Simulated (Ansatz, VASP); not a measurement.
**Two plane-wave programs on MgS**

Contents of POSCAR:

```
MgS
1.0
    0.0000000000      2.8874943781      2.8874943781
    2.8874943781      0.0000000000      2.8874943781
    2.8874943781      2.8874943781      0.0000000000
Mg S
1 1
Direct
    0.0000000000      0.0000000000      0.0000000000
    0.2500000000      0.2500000000      0.2500000000
```

The input INCAR.step1:

```
ALGO     = Normal         # electronic algorithm
EDIFF    = 1E-5           # SCF threshold, eV
ENCUT    = 660            # plane-wave cutoff, eV
GGA      = PE             # functional
GGA_COMPAT= False        
ISMEAR   = 0              # smearing method
LASPH    = True           # aspherical terms in the spheres
LCHARG   = False          # write CHGCAR
LREAL    = False          # projectors in reciprocal space
LWAVE    = True           # write WAVECAR
NBANDS   = 15             # bands
NELM     = 120            # most SCF steps
PREC     = Accurate       # precision mode
SIGMA    = 0.01           # smearing width, eV
```

INCAR.step2

```
ALGO     = Normal         # electronic algorithm
EDIFF    = 1E-6           # SCF threshold, eV
ENCUT    = 660            # plane-wave cutoff, eV
GGA_COMPAT= False        
ISIF     = 2              # what is computed and relaxed
ISMEAR   = 0              # smearing method
ISTART   = 1            
LASPH    = True           # aspherical terms in the spheres
LCHARG   = False          # write CHGCAR
LMIXTAU  = True         
LREAL    = False          # projectors in reciprocal space
LWAVE    = False          # write WAVECAR
METAGGA  = R2SCAN         # meta-GGA
NBANDS   = 15             # bands
NELM     = 120            # most SCF steps
PREC     = Accurate       # precision mode
SIGMA    = 0.01           # smearing width, eV
```

KPOINTS

```
k-points
0
Gamma
  8 8 8
```

Input for Ansatz:

```yaml
crystal:
  lattice:
    - [0.0, 2.8874943781, 2.8874943781]
    - [2.8874943781, 0.0, 2.8874943781]
    - [2.8874943781, 2.8874943781, 0.0]
  atoms:
    - { symbol: Mg, position: [0.0, 0.0, 0.0] }
    - { symbol: S, position: [0.25, 0.25, 0.25] }
kpoints:
  mp_grid: { grid: [8, 8, 8] }
  band_path:
    path:
      - [0.0, 0.0, 0.0]
      - [-0.5, -0.5, 0.0]
      - [-0.375, -0.375, 0.25]
      - [-0.375, 0.0, 0.375]
      - [0.0, 0.0, 0.5]
      - [-0.5, -0.25, 0.25]
    npoints: 1
hamiltonian:
  xc: r2scan
scf:
  occupations: { method: fixed }
  n_extra_bands: 4
output:
  forces: true
  stress: true
  eigenvalues: true
  write_density: true
  write_potential: true
  elf: true
  volumetric_format: npy
```

Change from the starting cell: hydrostatic strain +2.0%.

Alike in both runs: task single point; functional r2SCAN; k mesh 8 × 8 × 8; no spin polarisation.

|  | VASP | Ansatz |
| --- | --- | --- |
| version | VASP 6.6.1 | Ansatz 0.2.0 |
| potentials or method | VASP PAW PBE potentials, release 64 (Mg_sv, S) | plane waves, PAW |
| plane-wave cutoff (eV) | 660 | 500 |
| occupations | gaussian, width 0.01 eV | fixed |
| valence electrons in the cell | 16 | 16 |

```tsv
	VASP	Ansatz	Ansatz less VASP
gap on the k mesh at the Fermi level (eV)	3.85	3.83	-0.012
pressure (GPa)	-3.3	-3.2	+0.19
```

VASP's potentials were made for PBE, not for r2SCAN.
